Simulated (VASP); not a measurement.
Wanted: the native input for a VASP 6.6.1 run.

| Quantity | Value |
| --- | --- |
| Task | single point |
| Functional | PBEsol |
| Potentials or basis | VASP PAW PBE potentials, release 64 (V_sv) |
| Cutoff | 520 eV |
| k mesh | 16 × 16 × 1 |
| Occupations | methfessel-paxton, width 0.1 eV |
| Spin | no spin polarisation |
| Dipole correction | yes |
| Further INCAR settings | ALGO = Normal; EDIFF = 1e-06; NBANDS = 54 |

The structure of V lies in POSCAR:

```
V
1.0
    2.9582124030      0.0000000000      0.0000000000
    1.4791062010      2.0917720500      0.0000000000
    0.0000000000      0.0000000000     36.5506323010
V
7
Direct
    0.0000000000      0.0000000000      0.3283116938
    0.5000000000      0.0000000000      0.3855411292
    0.0000000000      0.0000000000      0.4427705646
    0.5000000000      0.0000000000      0.5000000000
    0.0000000000      0.0000000000      0.5572294354
    0.5000000000      0.0000000000      0.6144588708
    0.0000000000      0.0000000000      0.6716883062
```

The input as run:

INCAR

```
PREC     = Accurate       # precision mode
ENCUT    = 520            # plane-wave cutoff, eV
EDIFF    = 1E-6           # SCF threshold, eV
ISMEAR   = 1              # smearing method
SIGMA    = 0.1            # smearing width, eV
LREAL    = F              # projectors in reciprocal space
LASPH    = T              # aspherical terms in the spheres
NELM     = 60             # most SCF steps
ALGO     = Normal         # electronic algorithm
ISIF     = 2              # what is computed and relaxed
LWAVE    = F              # write WAVECAR
LCHARG   = F              # write CHGCAR
LDIPOL   = T            
IDIPOL   = 3            
DIPOL    = 0.5 0.5 0.500
GGA      = PS             # functional
NBANDS   = 54             # bands
```

KPOINTS

```
Automatic mesh
0
Gamma
  16 16 1
```

Potentials or basis: VASP PAW PBE potentials, release 64 (V_sv).

Command:

```sh
$ cat potpaw_PBE.64/V_sv/POTCAR > POTCAR
$ mpirun -np 1 vasp_std > vasp.out
```

Results of the run:

```json
{
 "Largest force": "0.423 eV/Å",
 "Band gap on the k mesh": "zero (an odd number of electrons rules out a gap without spin polarisation)"
}
```

Caveat: the PAW data sets were made with another functional, which shifts forces and pressure a little.

Wall time 64 min on 1 thread of Oxide Virtual Turin-like Processor (shared host), peak memory 0.7 GiB.
